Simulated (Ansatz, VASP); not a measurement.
MgO in VASP and in Ansatz

```
Mg O
1.0
     0.00000    2.10217    2.10217
     2.10217    0.00000    2.10217
     2.10217    2.10217    0.00000
Mg O
1 1
Direct
  0.00000 0.00000 0.00000
  0.50000 0.50000 0.50000
```

Alike in both runs: task single point; functional r2SCAN; k mesh 10 × 10 × 10; no spin polarisation.

|  | VASP | Ansatz |
| --- | --- | --- |
| version | VASP 6.6.1 | Ansatz 0.2.0 |
| potentials or method | VASP PAW PBE potentials, release 64 (Mg_sv, O) | PAW with Ansatz's default frozen-core files, scalar-relativistic |
| plane-wave cutoff (eV) | 660 | 500 |
| occupations | gaussian, width 0.01 eV | fixed |
| valence electrons in the cell | 16 | 16 |

|  | VASP | Ansatz | Ansatz less VASP |
| --- | --- | --- | --- |
| gap on the k mesh at the Fermi level (eV) | 5.71 | 5.68 | -0.027 |
| pressure (GPa) | -0.2 | 0.0 | +0.18 |

VASP's potentials were made for PBE, not for r2SCAN.
